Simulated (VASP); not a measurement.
# BeP3 (I4/mmm) in VASP: a series of runs

The runs below take BeP3 through single point, with PBE.

Program: VASP 6.6.1. These are calculated values, not measurements. Logs are shortened: lines on timing, memory, paths and dates and some standing lists are left out, and cuts for length are marked.

**1. The cell of the first run**

It takes space group I4/mmm (No. 139, tetragonal). Conventional cell: a = 3.308 Å, b = 3.308 Å, c = 10.078 Å, α = 90.00°, β = 90.00°, γ = 90.00°. Be (site symmetry 4/mmm) has 12 P at 2.34 to 3.01 Å within 3.1 Å. Within 3.1 Å of P (site symmetry 4/mmm) lie 4 Be at 2.34 Å and 8 P at 3.01 Å. P (site symmetry -4m2) has 8 P at 2.34 to 3.01 Å and 4 Be at 3.01 Å within 3.1 Å.

**2. Single point, PBE**

INCAR

```
SYSTEM = BeP3
PREC = Accurate
ENCUT = 520
EDIFF = 1E-6
ISMEAR = 0
SIGMA = 0.1
LREAL = .False.
LASPH = .True.
NELM = 60
ALGO = Normal
ISIF = 2
LWAVE = .False.
LCHARG = .False.
GGA = PE
NBANDS = 16
```

KPOINTS

```
Automatic mesh
0
Gamma
  6 6 6
  0 0 0
```

POSCAR

```
BeP3
1.0
   -1.6539284688      1.6539284688      5.0390213509
    1.6539284688     -1.6539284688      5.0390213509
    1.6539284688      1.6539284688     -5.0390213509
Be P
1 3
Direct
    0.0000000000      0.0000000000      0.0000000000
    0.5000000000      0.5000000000      0.0000000000
    0.2500000000      0.7500000000      0.5000000000
    0.7500000000      0.2500000000      0.5000000000
```

Potentials or basis: VASP PAW PBE potentials, release 64 (Be, P).

Run with:

```
> cat potpaw_PBE.64/Be/POTCAR potpaw_PBE.64/P/POTCAR > POTCAR
> mpirun -np 1 vasp_std > vasp.out
```

OUTCAR:

```text
SYSTEM = BeP3
   PREC = Accurate
   ENCUT = 520
   EDIFF = 1E-6
   ISMEAR = 0
   LREAL = .False.
   LASPH = .True.
   NELM = 60
   ISIF = 2
   GGA = PE

 ion  position               nearest neighbor table
   1  0.000  0.000  0.000-   2 2.34   2 2.34   2 2.34   2 2.34
   2  0.500  0.500  0.000-   1 2.34   1 2.34   1 2.34   1 2.34
   3  0.250  0.750  0.500-   4 2.34   4 2.34   4 2.34   4 2.34
   4  0.750  0.250  0.500-   3 2.34   3 2.34   3 2.34   3 2.34

  LATTYP: Found a body centered tetragonal cell.
 ALAT       =     3.3078569376
 C/A-ratio  =     3.0466984794

  Lattice vectors:

 A1 = (  -1.6539284688,   1.6539284688,   5.0390213509)
 A2 = (   1.6539284688,  -1.6539284688,   5.0390213509)
 A3 = (   1.6539284688,   1.6539284688,  -5.0390213509)

Analysis of symmetry for initial positions (statically):
=====================================================================
 Subroutine PRICEL returns:
 Original cell was already a primitive cell.

 Routine SETGRP: Setting up the symmetry group for a
 body centered tetragonal supercell.

 Subroutine GETGRP returns: Found 16 space group operations
 (whereof 16 operations were pure point group operations)
 out of a pool of 16 trial point group operations.

The static configuration has the point symmetry D_4h.

Analysis of symmetry for dynamics (positions and initial velocities):
=====================================================================
 Subroutine PRICEL returns:
 Original cell was already a primitive cell.

 Routine SETGRP: Setting up the symmetry group for a
 body centered tetragonal supercell.

 Subroutine GETGRP returns: Found 16 space group operations
 (whereof 16 operations were pure point group operations)
 out of a pool of 16 trial point group operations.

The dynamic configuration has the point symmetry D_4h.

 Subroutine INISYM returns: Found 16 space group operations
 (whereof 16 operations are pure point group operations),
 and found     1 'primitive' translations

----------------------------------------------------------------------------------------

                                     Primitive cell

  volume of cell :      55.1366

  direct lattice vectors                    reciprocal lattice vectors
    -1.653928469  1.653928469  5.039021351     0.000000000  0.302310535  0.099225616
     1.653928469 -1.653928469  5.039021351     0.302310535  0.000000000  0.099225616
     1.653928469  1.653928469 -5.039021351     0.302310535  0.302310535  0.000000000

  length of vectors
     5.555420320  5.555420320  5.555420320     0.318178224  0.318178224  0.427531658

  position of ions in fractional coordinates (direct lattice)
     0.000000000  0.000000000  0.000000000
     0.500000000  0.500000000  0.000000000
     0.250000000  0.750000000  0.500000000
     0.750000000  0.250000000  0.500000000

  ion indices of the primitive-cell ions
   primitive index   ion index
                 1           1
                 2           2
                 3           3
                 4           4

----------------------------------------------------------------------------------------

 KPOINTS: Automatic mesh

Automatic generation of k-mesh.
 Grid dimensions read from file:
 generate k-points for:    6    6    6

 Generating k-lattice:

  Cartesian coordinates                     Fractional coordinates (reciprocal lattice)
     0.000000000  0.050385089  0.016537603     0.166666667 -0.000000000  0.000000000
     0.050385089  0.000000000  0.016537603    -0.000000000  0.166666667  0.000000000
     0.050385089  0.050385089  0.000000000     0.000000000  0.000000000  0.166666667

  Length of vectors
     0.053029704  0.053029704  0.071255276

  Shift w.r.t. Gamma in fractional coordinates (k-lattice)
     0.000000000  0.000000000  0.000000000

 Subroutine IBZKPT returns following result:
 ===========================================

 Found     30 irreducible k-points:

 Following reciprocal coordinates:
            Coordinates               Weight
  0.000000  0.000000  0.000000      1.000000
  0.166667  0.000000  0.000000      8.000000
  0.333333  0.000000 -0.000000      8.000000
  0.500000  0.000000 -0.000000      4.000000
  0.166667  0.166667 -0.000000      8.000000
  0.333333  0.166667 -0.000000     16.000000
[... 16 lines left out ...]
 -0.333333 -0.333333  0.166667      8.000000
 -0.166667 -0.333333  0.166667      8.000000
 [... further k-points ...]
   k-points           NKPTS =     30   k-points in BZ     NKDIM =     30   number of bands    NBANDS=     16
   number of dos      NEDOS =    301   number of ions     NIONS =      4
   total plane-waves  NPLWV =  74088
   dimension x,y,z NGX =    42 NGY =   42 NGZ =   42
   dimension x,y,z NGXF=    84 NGYF=   84 NGZF=   84
   ions per type =               1   3
   NGX,Y,Z   is equivalent  to a cutoff of  12.57, 12.57, 12.57 a.u.
   NGXF,Y,Z  is equivalent  to a cutoff of  25.14, 25.14, 25.14 a.u.
 SYSTEM =  BeP3
   PREC   = accura    normal or accurate (medium, high low for compatibility)
   ISTART =      0    job   : 0-new  1-cont  2-samecut
   ICHARG =      2    charge: 1-file 2-atom 10-const
   ISPIN  =      1    spin polarized calculation?
   LNONCOLLINEAR =      F non collinear calculations
   LSORBIT =      F    spin-orbit coupling
   LASPH  =      T    aspherical Exc in radial PAW
   ENCUT  =  520.0 eV  38.22 Ry    6.18 a.u.  10.33 10.33 10.33*2*pi/ulx,y,z
   NELM   =     60;   NELMIN=  2; NELMDL= -5     # of ELM steps
   EDIFF  = 0.1E-05   stopping-criterion for ELM
   LREAL  =      F    real-space projection
   EDIFFG = 0.1E-04   stopping-criterion for IOM
   NSW    =      0    number of steps for IOM
   IBRION =     -1    ionic relax: 0-MD 1-quasi-New 2-CG
   NFREE  =      0    steps in history (QN), initial steepest desc. (CG)
   ISIF   =      2    stress and relaxation
   ISYM   =      2    0-nonsym 1-usesym 2-fastsym
   POTIM  = 0.5000    time-step for ionic-motion
   TEBEG  =    0.0;   TEEND  =   0.0 temperature during run
   PSTRESS=    0.0 pullay stress
   NELECT =      17.0000    total number of electrons
   NUPDOWN=      -1.0000    fix difference up-down
   EMIN   =  10.00;   EMAX   =-10.00  energy-range for DOS
   EFERMI =   0.00;   METHOD = LEGACY
   ISMEAR =     0;   SIGMA  =   0.10  broadening in eV -4-tet -1-fermi 0-gaus
   EFERMI_NEDOS =   21; number of points for ismear=-14 and -15
   IALGO  =     38    algorithm
   IMIX   =      4    mixing-type and parameters
     AMIX     =   0.40;   BMIX     =  1.00
     AMIX_MAG =   1.60;   BMIX_MAG =  1.00
  volume/ion in A,a.u.               =      13.78        93.02
  Fermi-wavevector in a.u.,A,eV,Ry     =   1.105973  2.089986 16.642329  1.223177
  Thomas-Fermi vector in A             =   2.242468
   LORBIT       =      0    0 simple, 1 ext, 2 COOP (PROOUT), +10 PAW based schemes
   GGA     = PE    functional components
   LHFCALC =     F    Hartree Fock is set to
   AEXX    =    0.0000 exact exchange contribution
   IVDW    =     0    specifies the selected vdW correction
   LEPSILON=     F    determine dielectric tensor
   LRPA    =     F    only Hartree local field effects (RPA)
 non-spin polarized calculation
 Gauss-broadening in eV      SIGMA  =   0.10
  energy-cutoff  :      520.00
  volume of cell :       55.14
 maximum number of plane-waves:      1512
 NGX is ok and might be reduce to    42
   NGX = 21   NGY = 21   NGZ = 21

 number of electron      17.0000000 magnetization

 Free energy of the ion-electron system (eV)
  ---------------------------------------------------
  ext. energy  EPLUGINS =         0.00000000
  ---------------------------------------------------
  free energy    TOTEN  =       -17.69961925 eV

  energy without entropy =      -17.69534298  energy(sigma->0) =      -17.69748112

 E-fermi :   8.5498     XC(G=0): -10.9586

 val. band max:        8.4893357183   @ k =   0.3333   0.0000  -0.0000
 cond. band min:       8.5892005082   @ k =   0.3333   0.3333   0.1667
 fundamental gap:      0.0998647899
 Fermi energy:         8.5498361254

 k-point     1 :       0.0000    0.0000    0.0000
  band No.  band energies     occupation
      1      -7.5557      2.00000
      2      -2.4273      2.00000
      3       0.8034      2.00000
      4       4.1993      2.00000
      5       4.1993      2.00000
      6       4.6328      2.00000
[... 8 lines left out ...]
     15      16.3367      0.00000
     16      16.4507      0.00000

 k-point     2 :       0.1667    0.0000    0.0000
  band No.  band energies     occupation
      1      -7.1862      2.00000
      2      -2.3371      2.00000
      3       1.2186      2.00000
      4       1.4248      2.00000
      5       4.5117      2.00000
      6       5.2258      2.00000
[... 8 lines left out ...]
     15      15.4217      0.00000
     16      16.1483      0.00000

 k-point     3 :       0.3333    0.0000   -0.0000
  band No.  band energies     occupation
      1      -6.0879      2.00000
      2      -2.2187      2.00000
      3      -1.5022      2.00000
      4       2.4000      2.00000
      5       3.6003      2.00000
      6       5.4576      2.00000
[... 8 lines left out ...]
     15      13.7429      0.00000
     16      16.4101      0.00000

 k-point     4 :       0.5000    0.0000   -0.0000
  band No.  band energies     occupation
      1      -4.4391      2.00000
      2      -4.1336      2.00000
      3      -1.5960      2.00000
      4       1.7719      2.00000
      5       5.5978      2.00000
      6       5.7683      2.00000
[... 8 lines left out ...]
     15      13.7594      0.00000
     16      15.7537      0.00000

 k-point     5 :       0.1667    0.1667   -0.0000
  band No.  band energies     occupation
      1      -6.7822      2.00000
      2      -2.4222      2.00000
      3       0.9664      2.00000
      4       2.2553      2.00000
      5       2.5253      2.00000
      6       5.3877      2.00000
[... 8 lines left out ...]
     15      15.4374      0.00000
     16      15.9575      0.00000

 k-point     6 :       0.3333    0.1667   -0.0000
  band No.  band energies     occupation
      1      -5.6585      2.00000
      2      -2.2529      2.00000
      3      -1.2861      2.00000
      4       2.9039      2.00000
      5       3.0096      2.00000
      6       4.5148      2.00000
[... 8 lines left out ...]
     15      15.0144      0.00000
     16      16.7576      0.00000

 k-point     7 :       0.5000    0.1667   -0.0000
  band No.  band energies     occupation
      1      -4.1147      2.00000
      2      -3.7811      2.00000
      3      -1.3358      2.00000
      4       2.1029      2.00000
      5       4.4228      2.00000
      6       4.6057      2.00000
[... 8 lines left out ...]
     15      15.5477      0.00000
     16      16.5752      0.00000

 k-point     8 :      -0.3333    0.1667   -0.0000
  band No.  band energies     occupation
      1      -5.7987      2.00000
      2      -1.6078      2.00000
      3      -1.2663      2.00000
      4       2.5203      2.00000
      5       3.0394      2.00000
      6       3.2958      2.00000
[... 8 lines left out ...]
     15      14.9322      0.00000
     16      16.8892      0.00000

 k-point     9 :      -0.1667    0.1667    0.0000
  band No.  band energies     occupation
      1      -6.8560      2.00000
      2      -1.9422      2.00000
      3       1.0255      2.00000
      4       1.4654      2.00000
      5       2.6056      2.00000
      6       5.1207      2.00000
[... 8 lines left out ...]
     15      15.5893      0.00000
     16      16.1390      0.00000
[... 172 lines left out ...]
 k-point    19 :      -0.1667    0.3333    0.1667
  band No.  band energies     occupation
      1      -4.4763      2.00000
      2      -4.0768      2.00000
      3      -1.6662      2.00000
      4       2.1072      2.00000
      5       4.1842      2.00000
      6       6.9354      2.00000
[... 8 lines left out ...]
     15      13.7207      0.00000
     16      16.1355      0.00000

 k-point    20 :       0.5000    0.5000    0.1667
  band No.  band energies     occupation
      1      -4.4251      2.00000
      2      -2.0222      2.00000
      3      -1.2790      2.00000
      4       0.7998      2.00000
      5       4.0391      2.00000
      6       4.3029      2.00000
[... 8 lines left out ...]
     15      17.3898      0.00000
     16      17.7192      0.00000

 k-point    21 :      -0.3333    0.5000    0.1667
  band No.  band energies     occupation
      1      -5.4885      2.00000
      2      -2.7642      2.00000
      3      -1.3784      2.00000
      4       2.8009      2.00000
      5       3.7721      2.00000
      6       6.1084      2.00000
[... 8 lines left out ...]
     15      15.0424      0.00000
     16      17.0991      0.00000

 k-point    22 :      -0.1667    0.5000    0.1667
  band No.  band energies     occupation
      1      -5.9120      2.00000
      2      -2.8620      2.00000
      3      -1.5845      2.00000
      4       3.1010      2.00000
      5       5.1996      2.00000
      6       5.3293      2.00000
[... 8 lines left out ...]
     15      13.7686      0.00000
     16      15.9116      0.00000

 k-point    23 :      -0.3333   -0.3333    0.1667
  band No.  band energies     occupation
      1      -6.6128      2.00000
      2      -3.1516      2.00000
      3       0.8585      2.00000
      4       2.3848      2.00000
      5       3.9182      2.00000
      6       6.0367      2.00000
[... 8 lines left out ...]
     15      15.7140      0.00000
     16      16.1064      0.00000

 k-point    24 :      -0.1667   -0.3333    0.1667
  band No.  band energies     occupation
      1      -7.0526      2.00000
      2      -3.0815      2.00000
      3       1.1761      2.00000
      4       2.7444      2.00000
      5       4.3911      2.00000
      6       5.7073      2.00000
[... 8 lines left out ...]
     15      15.0374      0.00000
     16      15.9617      0.00000

 [... further k-points ...]
[... 5 lines left out ...]
  --------------------------------------------------------------------------------------
  -------------------------------------------------------------------------------------
  Total       -0.0329793     -0.0329793      0.0284609      0.0000000     -0.0000000      0.0000000
  in kB       -0.9583233     -0.9583233      0.8270274      0.0000000     -0.0000000      0.0000000
  external PRESSURE =      -0.3632064 kB  Pullay stress =       0.0000000 kB

 VOLUME and BASIS-vectors are now :
 -----------------------------------------------------------------------------
  energy-cutoff  :      520.00
  volume of cell :       55.14
      direct lattice vectors                 reciprocal lattice vectors
    -1.653928469  1.653928469  5.039021351     0.000000000  0.302310535  0.099225616
     1.653928469 -1.653928469  5.039021351     0.302310535  0.000000000  0.099225616
     1.653928469  1.653928469 -5.039021351     0.302310535  0.302310535  0.000000000

 POSITION                                       TOTAL-FORCE (eV/Angst)
 -----------------------------------------------------------------------------------
      0.00000      0.00000      0.00000         0.000000      0.000000     -0.000000
      0.00000      0.00000      5.03902         0.000000      0.000000     -0.000000
      1.65393      0.00000      2.51951         0.000000      0.000000     -0.000000
      0.00000      1.65393      2.51951        -0.000000     -0.000000      0.000000
 -----------------------------------------------------------------------------------
    total drift:                               -0.000000      0.000000     -0.000000

  FREE ENERGIE OF THE ION-ELECTRON SYSTEM (eV)
  ---------------------------------------------------
  free  energy   TOTEN  =       -17.6996192535 eV

  energy  without entropy=      -17.6953429780  energy(sigma->0) =      -17.69748112
```

Wall time 29 s (1 thread of Intel Xeon 6975P-C (Granite Rapids), shared host); peak memory 0.23 GiB.

Results:

```
Free energy            : -17.6996 eV
Pressure               : 0.0 GPa
Band gap on the k mesh : zero (an odd number of electrons rules out a gap without spin polarisation)
```

Levels at points of the mesh, in eV from the Fermi level:
```
           k point  band 4  band 5  band 6  band 7  band 8  band 9  band 10  band 11  band 12  band 13
(0.00, 0.00, 0.00)   -4.35   -4.35   -3.92   -1.40   -1.40    0.69     1.35     2.73     3.78     7.12
(0.50, 0.00, 0.00)   -6.78   -2.95   -2.78   -1.57   -1.43    0.99     1.11     1.14     2.71     3.51
(0.50, 0.50, 0.00)   -8.43   -7.36   -6.01   -4.41   -2.06   -1.31    -0.98     1.08     3.27     5.96
(0.50, 0.50, 0.50)   -4.61   -4.05   -3.46   -2.28   -0.55   -0.55     0.67     2.50     5.16     5.33
```

**3. Single point, PBE**

This run uses another cell than the first one, of 14.88 Å³/atom.

INCAR

```
PREC     = Accurate       # precision mode
ENCUT    = 520            # plane-wave cutoff, eV
EDIFF    = 1E-6           # SCF threshold, eV
ISMEAR   = 0              # smearing method
SIGMA    = 0.1            # smearing width, eV
LREAL    = F              # projectors in reciprocal space
LASPH    = T              # aspherical terms in the spheres
NELM     = 100            # most SCF steps
ALGO     = Normal         # electronic algorithm
ISIF     = 2              # what is computed and relaxed
LWAVE    = F              # write WAVECAR
LCHARG   = F              # write CHGCAR
GGA      = PE             # functional
NBANDS   = 16             # bands
```

KPOINTS

```
Automatic mesh
0
Gamma
  6 6 6
```

POSCAR

```
BeP3
1.0
   -1.8816691001      1.8816691001      4.2032088988
    1.8816691001     -1.8816691001      4.2032088988
    1.8816691001      1.8816691001     -4.2032088988
Be P
1 3
Direct
    0.0000000000      0.0000000000      0.0000000000
    0.5000000000      0.5000000000      0.0000000000
    0.2500000000      0.7500000000      0.5000000000
    0.7500000000      0.2500000000      0.5000000000
```

Potentials or basis: VASP PAW PBE potentials, release 64 (Be, P).

Run with:

```
> cat potpaw_PBE.64/Be/POTCAR potpaw_PBE.64/P/POTCAR > POTCAR
> mpirun -np 1 vasp_std > vasp.out
```

Run time: 20 s. Hardware: 1 thread of Intel Xeon 6975P-C (Granite Rapids), shared host; peak memory 0.22 GiB.

The run converged. Its results:

```yaml
Free_energy: -16.8201 eV
Pressure: -9.0 GPa
Band_gap_on_the_k_mesh: zero (an odd number of electrons rules out a gap without spin polarisation)
```

Stress tensor (GPa, compression positive):
```
-10.58   0.00   0.00
  0.00 -10.58   0.00
  0.00   0.00  -5.86
```

Levels at points of the mesh, in eV from the Fermi level:
| k point | band 6 | band 7 | band 8 | band 9 | band 10 | band 11 | band 12 | band 13 |
| --- | --- | --- | --- | --- | --- | --- | --- | --- |
| (0.00, 0.00, 0.00) | -4.04 | -2.49 | -2.49 | -1.04 | -0.39 | 0.29 | 3.11 | 3.11 |
| (0.50, 0.00, 0.00) | -2.33 | -2.12 | -1.80 | -0.09 | 0.12 | 0.78 | 2.74 | 2.95 |
| (0.50, 0.50, 0.00) | -5.93 | -2.34 | -1.97 | -1.04 | -0.18 | 4.04 | 5.55 | 5.67 |
| (0.50, 0.50, 0.50) | -2.63 | 0.61 | 0.61 | 0.75 | 1.00 | 2.09 | 3.71 | 3.71 |

Caveat: the cell stands under tension.

The gap in the log of VASP goes by the Fermi energy; the results here count the filled bands.